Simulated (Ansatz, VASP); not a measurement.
**Two plane-wave programs on PtSe2**

```
CELL_PARAMETERS angstrom
3.77024 0.00000 0.00000
-1.88512 3.26512 0.00000
0.00000 0.00000 4.82929
ATOMIC_POSITIONS crystal
Pt 0.00000 0.00000 0.00000
Se 0.33333 0.66667 0.26528
Se 0.66667 0.33333 0.73472
```

Alike in both runs: functional PBE; dispersion D3(BJ); k mesh 12 × 12 × 8; occupations gaussian, width 0.1 eV; no spin polarisation.

Ansatz relaxed the structure, and its values are those at the end. VASP's run is a single point on that final structure, the one shown.

```csv
,VASP,Ansatz
version,VASP 6.6.1,Ansatz 0.2.0
potentials or method,"VASP PAW PBE potentials, release 64 (Pt, Se), cutoff 520 eV","scalar-relativistic, plane waves, PAW"
valence electrons in the cell,22,50
```

VASP gave:

```
gap on the k mesh at the Fermi level (eV) : none
pressure (GPa)                            : 0.0
rms of the force components (eV/Å)        : 0.004
```

Q: What did Ansatz give for the same quantities?

A: gap on the k mesh at the Fermi level (eV): none; pressure (GPa): 0.0; rms of the force components (eV/Å): 0.001.

A gap of «none» marks a metal or a gap that the smearing closes. VASP's potentials hold 22 valence electrons a cell and Ansatz's 50, so a difference there can come from the potentials and not from the codes.

Neither program's run includes spin-orbit coupling.
